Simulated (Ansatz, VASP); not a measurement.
LaH3 in VASP and in Ansatz

POSCAR

```
LaH3
1.0
    3.9406770000      0.0000000000      0.0000000000
    1.9703385000      3.4127263901      0.0000000000
    1.9703385000      1.1375754634      3.2175492970
La H
1 3
Direct
    0.0000000000      0.0000000000      0.0000000000
    0.5000000000      0.5000000000      0.5000000000
    0.7500000000      0.7500000000      0.7500000000
    0.2500000000      0.2500000000      0.2500000000
```

INCAR.step1

```
SYSTEM = LaH3
PREC = Accurate
ENCUT = 520
ISMEAR = 1
SIGMA = 0.1
LREAL = .False.
LASPH = .True.
NELM = 100
NBANDS = 15
GGA = PE
ALGO = Normal
EDIFF = 1E-4
LWAVE = .True.
LCHARG = .False.
```

INCAR.step2

```
SYSTEM = LaH3
PREC = Accurate
ENCUT = 520
EDIFF = 1E-6
ISMEAR = 1
SIGMA = 0.1
LREAL = .False.
LASPH = .True.
NELM = 100
ALGO = Normal
ISIF = 2
LWAVE = .False.
LCHARG = .False.
METAGGA = R2SCAN
LMIXTAU = .True.
NBANDS = 15
ISTART = 1
```

The input KPOINTS:

```
Automatic mesh
0
Gamma
  4 4 4
  0 0 0
```

Input for Ansatz:

```yaml
crystal:
  lattice:
    - [3.940677, 0.0, 0.0]
    - [1.9703385000000004, 3.41272639010905, 0.0]
    - [1.9703385000000004, 1.1375754633696835, 3.217549297040528]
  atoms:
    - { symbol: La, position: [0.0, 0.0, 0.0] }
    - { symbol: H, position: [0.49999999999999983, 0.5000000000000001, 0.5] }
    - { symbol: H, position: [0.7499999999999999, 0.7500000000000001, 0.7500000000000001] }
    - { symbol: H, position: [0.24999999999999992, 0.25000000000000006, 0.25] }
kpoints:
  mp_grid:
    grid: [4, 4, 4]
hamiltonian:
  xc: r2scan
scf:
  occupations:
    method: cold
    width: 0.1
output:
  stress: true
```

Alike in both runs: task single point; functional r2SCAN; k mesh 4 × 4 × 4; no spin polarisation.

|  | VASP | Ansatz |
| --- | --- | --- |
| version | VASP 6.6.1 | Ansatz 0.2.0 |
| potentials or method | VASP PAW PBE potentials, release 64 (La, H) | plane waves, PAW |
| plane-wave cutoff (eV) | 520 | 500 |
| occupations | methfessel-paxton of order 1, width 0.1 eV | cold, width 0.1 eV |
| valence electrons in the cell | 14 | 14 |

```csv
,VASP,Ansatz,Ansatz less VASP
pressure (GPa),0.0,0.3,+0.32
```

VASP's potentials were made for PBE, not for r2SCAN.

The k mesh is coarse, so the values compare programs but aren't converged. Spin-orbit coupling is off throughout.
